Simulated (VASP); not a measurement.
# Si4Mo2S in VASP: single point with PBE

Aim: the single point of Si4Mo2S with PBE.

Program: VASP 6.6.1. These are calculated values, not measurements. Logs are shortened: lines on timing, memory, paths and dates and some standing lists are left out, and cuts for length are marked.

## (1) The cell of the first run

The cell holds a slab with vacuum, 7 atoms: a = 3.217 Å, b = 3.217 Å, c = 21.879 Å, α = 90.00°, β = 90.00°, γ = 90.00°.

## (2) Single point, PBE

Contents of INCAR:

```
  PREC = Accurate
  ENCUT = 520
  EDIFF = 1E-6
  ISMEAR = 0
  SIGMA = 0.1
  LREAL = F
  LASPH = T
  NELM = 80
  ALGO = Normal
  ISIF = 2
  LWAVE = F
  LCHARG = F
  LDIPOL = T
  IDIPOL = 3
  DIPOL = 0.5 0.5 0.361
  GGA = PE
  NBANDS = 34
```

Contents of KPOINTS:

```
regular mesh
0
Gamma
  8 8 1
```

Contents of POSCAR:

```
Si4Mo2S
1.0
    3.2169717406      0.0000000000      0.0000000000
    0.0000000000      3.2169717406      0.0000000000
    0.0000000000      0.0000000000     21.8787970309
Si Mo S
4 2 1
Direct
    0.0000000000      0.0000000000      0.1828254083
    0.0000000000      0.0000000000      0.3015081460
    0.5000000000      0.5000000000      0.3593659940
    0.5000000000      0.5000000000      0.4743769512
    0.5000000000      0.5000000000      0.2421667771
    0.0000000000      0.0000000000      0.4192862009
    0.5000000000      1.0000000000      0.5440900999
```

Potentials or basis: VASP PAW PBE potentials, release 64 (Si, Mo_sv, S).

On the command line:

```sh
$ cat potpaw_PBE.64/Si/POTCAR potpaw_PBE.64/Mo_sv/POTCAR potpaw_PBE.64/S/POTCAR > POTCAR
$ mpirun -np 1 vasp_std > vasp.out
```

OUTCAR:

```text
PREC = Accurate
   ENCUT = 520
   EDIFF = 1E-6
   ISMEAR = 0
   LREAL = F
   LASPH = T
   NELM = 80
   ISIF = 2
   GGA = PE

 ion  position               nearest neighbor table
   1  0.000  0.000  0.183-   2 2.60   5 2.62   5 2.62   5 2.62   5 2.62
   2  0.000  0.000  0.302-   6 2.58   1 2.60   3 2.60   3 2.60   3 2.60   3 2.60   5 2.62   5 2.62
                             5 2.62   5 2.62
   3  0.500  0.500  0.359-   4 2.52   5 2.56   2 2.60   2 2.60   2 2.60   2 2.60   6 2.63   6 2.63
                             6 2.63   6 2.63
   4  0.500  0.500  0.474-   7 2.22   7 2.22   3 2.52   6 2.57   6 2.57   6 2.57   6 2.57
   5  0.500  0.500  0.242-   3 2.56   1 2.62   1 2.62   1 2.62   1 2.62   2 2.62   2 2.62   2 2.62
                             2 2.62
   6  0.000  0.000  0.419-   4 2.57   4 2.57   4 2.57   4 2.57   2 2.58   3 2.63   3 2.63   3 2.63
                             3 2.63
   7  0.500  0.000  0.544-   4 2.22   4 2.22

  LATTYP: Found a simple tetragonal cell.
 ALAT       =     3.2169717406
 C/A-ratio  =     6.8010535358

  Lattice vectors:

 A1 = (   3.2169717406,   0.0000000000,   0.0000000000)
 A2 = (   0.0000000000,   3.2169717406,   0.0000000000)
 A3 = (   0.0000000000,   0.0000000000,  21.8787970309)

Analysis of symmetry for initial positions (statically):
=====================================================================
 Subroutine PRICEL returns:
 Original cell was already a primitive cell.

 Routine SETGRP: Setting up the symmetry group for a
 simple tetragonal supercell.

 Subroutine GETGRP returns: Found  4 space group operations
 (whereof  4 operations were pure point group operations)
 out of a pool of 16 trial point group operations.

The static configuration has the point symmetry C_2v.

Analysis of symmetry for dynamics (positions and initial velocities):
=====================================================================
 Subroutine PRICEL returns:
 Original cell was already a primitive cell.

 Routine SETGRP: Setting up the symmetry group for a
 simple tetragonal supercell.

 Subroutine GETGRP returns: Found  4 space group operations
 (whereof  4 operations were pure point group operations)
 out of a pool of 16 trial point group operations.

The dynamic configuration has the point symmetry C_2v.

 Subroutine INISYM returns: Found  4 space group operations
 (whereof  4 operations are pure point group operations),
 and found     1 'primitive' translations

----------------------------------------------------------------------------------------

                                     Primitive cell

  volume of cell :     226.4216

  direct lattice vectors                    reciprocal lattice vectors
     3.216971741  0.000000000  0.000000000     0.310851347  0.000000000  0.000000000
     0.000000000  3.216971741  0.000000000     0.000000000  0.310851347  0.000000000
     0.000000000  0.000000000 21.878797031     0.000000000  0.000000000  0.045706352

  length of vectors
     3.216971741  3.216971741 21.878797031     0.310851347  0.310851347  0.045706352

  position of ions in fractional coordinates (direct lattice)
     0.000000000  0.000000000  0.182825408
     0.000000000  0.000000000  0.301508146
     0.500000000  0.500000000  0.359365994
     0.500000000  0.500000000  0.474376951
     0.500000000  0.500000000  0.242166777
     0.000000000  0.000000000  0.419286201
     0.500000000  0.000000000  0.544090100

  ion indices of the primitive-cell ions
   primitive index   ion index
                 1           1
                 2           2
                 3           3
                 4           4
                 5           5
                 6           6
                 7           7

----------------------------------------------------------------------------------------

 KPOINTS: regular mesh

Automatic generation of k-mesh.
 Grid dimensions read from file:
 generate k-points for:    8    8    1

 Generating k-lattice:

  Cartesian coordinates                     Fractional coordinates (reciprocal lattice)
     0.038856418  0.000000000  0.000000000     0.125000000  0.000000000  0.000000000
     0.000000000  0.038856418  0.000000000     0.000000000  0.125000000  0.000000000
     0.000000000  0.000000000  0.045706352     0.000000000  0.000000000  1.000000000

  Length of vectors
     0.038856418  0.038856418  0.045706352

  Shift w.r.t. Gamma in fractional coordinates (k-lattice)
     0.000000000  0.000000000  0.000000000

 Subroutine IBZKPT returns following result:
 ===========================================

 Found     25 irreducible k-points:

 Following reciprocal coordinates:
            Coordinates               Weight
  0.000000  0.000000  0.000000      1.000000
  0.125000  0.000000  0.000000      2.000000
  0.000000  0.125000  0.000000      2.000000
  0.250000  0.000000  0.000000      2.000000
  0.000000  0.250000  0.000000      2.000000
  0.375000  0.000000  0.000000      2.000000
[... 16 lines left out ...]
  0.500000  0.375000  0.000000      2.000000
 -0.375000  0.500000  0.000000      2.000000
   k-points           NKPTS =     25   k-points in BZ     NKDIM =     25   number of bands    NBANDS=     34
   number of dos      NEDOS =    301   number of ions     NIONS =      7
   total plane-waves  NPLWV =  96768
   dimension x,y,z NGX =    24 NGY =   24 NGZ =  168
   dimension x,y,z NGXF=    48 NGYF=   48 NGZF=  336
   ions per type =               4   2   1
   NGX,Y,Z   is equivalent  to a cutoff of  12.40, 12.40, 12.77 a.u.
   NGXF,Y,Z  is equivalent  to a cutoff of  24.81, 24.81, 25.53 a.u.
 SYSTEM =  unknown system
   PREC   = accura    normal or accurate (medium, high low for compatibility)
   ISTART =      0    job   : 0-new  1-cont  2-samecut
   ICHARG =      2    charge: 1-file 2-atom 10-const
   ISPIN  =      1    spin polarized calculation?
   LNONCOLLINEAR =      F non collinear calculations
   LSORBIT =      F    spin-orbit coupling
   LASPH  =      T    aspherical Exc in radial PAW
   ENCUT  =  520.0 eV  38.22 Ry    6.18 a.u.   5.98  5.98 40.68*2*pi/ulx,y,z
   NELM   =     80;   NELMIN=  2; NELMDL= -5     # of ELM steps
   EDIFF  = 0.1E-05   stopping-criterion for ELM
   LREAL  =      F    real-space projection
   EDIFFG = 0.1E-04   stopping-criterion for IOM
   NSW    =      0    number of steps for IOM
   IBRION =     -1    ionic relax: 0-MD 1-quasi-New 2-CG
   NFREE  =      0    steps in history (QN), initial steepest desc. (CG)
   ISIF   =      2    stress and relaxation
   ISYM   =      2    0-nonsym 1-usesym 2-fastsym
   POTIM  = 0.5000    time-step for ionic-motion
   TEBEG  =    0.0;   TEEND  =   0.0 temperature during run
   PSTRESS=    0.0 pullay stress
   NELECT =      50.0000    total number of electrons
   NUPDOWN=      -1.0000    fix difference up-down
   EMIN   =  10.00;   EMAX   =-10.00  energy-range for DOS
   EFERMI =   0.00;   METHOD = LEGACY
   ISMEAR =     0;   SIGMA  =   0.10  broadening in eV -4-tet -1-fermi 0-gaus
   EFERMI_NEDOS =   21; number of points for ismear=-14 and -15
   IALGO  =     38    algorithm
   IMIX   =      4    mixing-type and parameters
     AMIX     =   0.40;   BMIX     =  1.00
     AMIX_MAG =   1.60;   BMIX_MAG =  1.00
  volume/ion in A,a.u.               =      32.35       218.28
  Fermi-wavevector in a.u.,A,eV,Ry     =   0.989522  1.869926 13.322200  0.979154
  Thomas-Fermi vector in A             =   2.121127
   LORBIT       =      0    0 simple, 1 ext, 2 COOP (PROOUT), +10 PAW based schemes
   GGA     = PE    functional components
   LHFCALC =     F    Hartree Fock is set to
   AEXX    =    0.0000 exact exchange contribution
   IVDW    =     0    specifies the selected vdW correction
   LEPSILON=     F    determine dielectric tensor
   LRPA    =     F    only Hartree local field effects (RPA)
 non-spin polarized calculation
 Gauss-broadening in eV      SIGMA  =   0.10
  energy-cutoff  :      520.00
  volume of cell :      226.42
 maximum number of plane-waves:      6156
   NGX = 11   NGY = 11   NGZ = 81

 dipolmoment           0.000000      0.000000     -0.005770 electrons x Angstroem

 number of electron      50.0000006 magnetization

 dipolmoment           0.000000      0.000000      0.023568 electrons x Angstroem

 Free energy of the ion-electron system (eV)
  ---------------------------------------------------
  ext. energy  EPLUGINS =         0.00000000
  ---------------------------------------------------
  free energy    TOTEN  =       -48.52466926 eV

  energy without entropy =      -48.51360661  energy(sigma->0) =      -48.51913794

 E-fermi :   2.1916     XC(G=0):  -6.0430

 val. band max:        2.1894012489   @ k =   0.5000   0.5000   0.0000
 cond. band min:       2.2323282243   @ k =   0.0000   0.1250   0.0000
 fundamental gap:      0.0429269754
 Fermi energy:         2.1915811574

 k-point     1 :       0.0000    0.0000    0.0000
  band No.  band energies     occupation
      1     -58.5340      2.00000
      2     -58.3484      2.00000
      3     -32.7440      2.00000
      4     -32.6504      2.00000
      5     -32.5487      2.00000
      6     -32.4955      2.00000
[... 26 lines left out ...]
     33       6.1541      0.00000
     34       6.3023      0.00000

 k-point     2 :       0.1250    0.0000    0.0000
  band No.  band energies     occupation
      1     -58.5315      2.00000
      2     -58.3460      2.00000
      3     -32.7395      2.00000
      4     -32.6468      2.00000
      5     -32.5856      2.00000
      6     -32.4912      2.00000
[... 26 lines left out ...]
     33       6.1562      0.00000
     34       6.5607      0.00000
[... 775 lines left out ...]
     33       5.6626      0.00000
     34       6.4042      0.00000

 k-point    24 :      -0.3750    0.5000    0.0000
  band No.  band energies     occupation
      1     -58.5025      2.00000
      2     -58.3175      2.00000
      3     -32.8640      2.00000
      4     -32.7232      2.00000
      5     -32.6907      2.00000
      6     -32.6269      2.00000
[... 26 lines left out ...]
     33       5.6125      0.00000
     34       6.3414      0.00000

 [... further k-points ...]

------------------------ aborting loop because EDIFF is reached ----------------------------------------

 vacuum level on the upper side and lower side of the slab       (xc-potential included)         0.188        -0.213

  FORCE on cell =-STRESS in cart. coord.  units (eV):
  Direction    XX          YY          ZZ          XY          YZ          ZX
  --------------------------------------------------------------------------------------
  -------------------------------------------------------------------------------------
  Total        1.8510237     -0.1139946      0.1179832      0.0000000      0.0000000      0.0000000
  in kB       13.0979896     -0.8066345      0.8348583      0.0000000      0.0000000      0.0000000
  external PRESSURE =       4.3754044 kB  Pullay stress =       0.0000000 kB

 VOLUME and BASIS-vectors are now :
 -----------------------------------------------------------------------------
  energy-cutoff  :      520.00
  volume of cell :      226.42
      direct lattice vectors                 reciprocal lattice vectors
     3.216971741  0.000000000  0.000000000     0.310851347  0.000000000  0.000000000
     0.000000000  3.216971741  0.000000000     0.000000000  0.310851347  0.000000000
     0.000000000  0.000000000 21.878797031     0.000000000  0.000000000  0.045706352

 POSITION                                       TOTAL-FORCE (eV/Angst)
 -----------------------------------------------------------------------------------
      0.00000      0.00000      4.00000         0.000000      0.000000      0.516687
      0.00000      0.00000      6.59664         0.000000      0.000000     -0.554946
      1.60849      1.60849      7.86250         0.000000      0.000000     -0.237856
      1.60849      1.60849     10.37880         0.000000      0.000000      0.898535
      1.60849      1.60849      5.29832         0.000000      0.000000     -0.031581
      0.00000      0.00000      9.17348         0.000000      0.000000     -0.544018
      1.60849      0.00000     11.90404         0.000000      0.000000     -0.046820
 -----------------------------------------------------------------------------------
    total drift:                                0.000000      0.000000      0.000425

  FREE ENERGIE OF THE ION-ELECTRON SYSTEM (eV)
  ---------------------------------------------------
  free  energy   TOTEN  =       -48.5246692637 eV

  energy  without entropy=      -48.5136066066  energy(sigma->0) =      -48.51913794

 vacuum level on the upper side and lower side of the slab         7.136         6.724
```

It took 2.2 min on 1 thread of Intel Xeon 6975P-C (Granite Rapids), shared host; peak memory 0.4 GiB.

Results:

```yaml
Free_energy: -48.5247 eV
Largest_force: 0.899 eV/Å
Band_gap_on_the_k_mesh: zero (bands 25 and 26 overlap by 0.52 eV)
```

Forces on the atoms (eV/Å):
```
Si   0.000  0.000  0.517
Si   0.000  0.000 -0.555
Si   0.000  0.000 -0.238
Si   0.000  0.000  0.899
Mo   0.000  0.000 -0.032
Mo   0.000  0.000 -0.544
S    0.000  0.000 -0.047
```

Levels at points of the mesh, in eV from the Fermi level:
| k point | band 22 | band 23 | band 24 | band 25 | band 26 | band 27 | band 28 | band 29 |
| --- | --- | --- | --- | --- | --- | --- | --- | --- |
| (0.00, 0.00, 0.00) | -0.50 | -0.49 | -0.28 | 0.31 | 0.65 | 1.06 | 1.34 | 1.38 |
| (0.50, 0.00, 0.00) | -1.70 | -1.68 | -0.53 | -0.48 | -0.21 | -0.10 | 2.22 | 2.37 |
| (0.00, 0.50, 0.00) | -1.78 | -1.08 | -0.25 | -0.23 | 0.29 | 1.64 | 2.24 | 2.65 |
| (0.50, 0.50, 0.00) | -1.78 | -1.77 | -1.69 | 0.00 | 0.25 | 1.35 | 1.98 | 2.25 |

The gap in the log of VASP goes by the Fermi energy; the results here count the filled bands.